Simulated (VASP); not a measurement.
Write the native input for VASP 6.6.1 that does the following.

```
Task                   : relaxation of shape and atoms at fixed volume
Functional             : PBEsol
Potentials or basis    : VASP PAW PBE potentials, release 64 (Hf_pv, H)
Cutoff                 : 600 eV
k mesh                 : 16 × 16 × 16
Occupations            : gaussian, width 0.1 eV
Spin                   : no spin polarisation
Dipole correction      : no
Further INCAR settings : ALGO = Normal; EDIFF = 1e-06; IBRION = 2; EDIFFG = -0.01; NSW = 50; ISIF = 4
```

The structure of HfH2 lies in POSCAR:

```
HfH2
1.0
   -1.7492855222      1.7492855222      2.1398157536
    1.7492855222     -1.7492855222      2.1398157536
    1.7492855222      1.7492855222     -2.1398157536
Hf H
1 2
Direct
    0.0000000000      0.0000000000      0.0000000000
    0.7500000000      0.2500000000      0.5000000000
    0.2500000000      0.7500000000      0.5000000000
```

This cell differs from its parent crystal: volume scaled by 1.03.

These files were run (other wordings do the same):

INCAR

```
PREC     = Accurate       # precision mode
ENCUT    = 600            # plane-wave cutoff, eV
EDIFF    = 1E-6           # SCF threshold, eV
ISMEAR   = 0              # smearing method
SIGMA    = 0.1            # smearing width, eV
LREAL    = False          # projectors in reciprocal space
LASPH    = True           # aspherical terms in the spheres
NELM     = 100            # most SCF steps
ALGO     = Normal         # electronic algorithm
ISIF     = 4              # what is computed and relaxed
LWAVE    = False          # write WAVECAR
LCHARG   = False          # write CHGCAR
GGA      = PS             # functional
IBRION   = 2              # ionic algorithm
NSW      = 50             # ionic steps
EDIFFG   = -0.01          # ionic threshold
```

KPOINTS

```
Automatic mesh
0
Gamma
  16 16 16
```

Potentials or basis: VASP PAW PBE potentials, release 64 (Hf_pv, H).

Run with:

```bash
$ cat potpaw_PBE.64/Hf_pv/POTCAR potpaw_PBE.64/H/POTCAR > POTCAR
$ mpirun -np 1 vasp_std > vasp.out
```

Results of the run:

```json
{
 "Energy gained by relaxing": "0.1 meV/atom",
 "Ionic steps": "3",
 "Pressure after relaxing": "-4.9 GPa",
 "Band gap on the k mesh": "zero (band 6 reaches 5.96 eV, above the bottom of band 7 at 4.79 eV)"
}
```

Caveat: the PAW data sets were made with another functional, which shifts forces and pressure a little; spin-orbit coupling is left out, which moves the levels of the heavy elements.

Run time: 5 min on 1 thread of Oxide Virtual Turin-like Processor (shared host), peak memory 0.24 GiB.
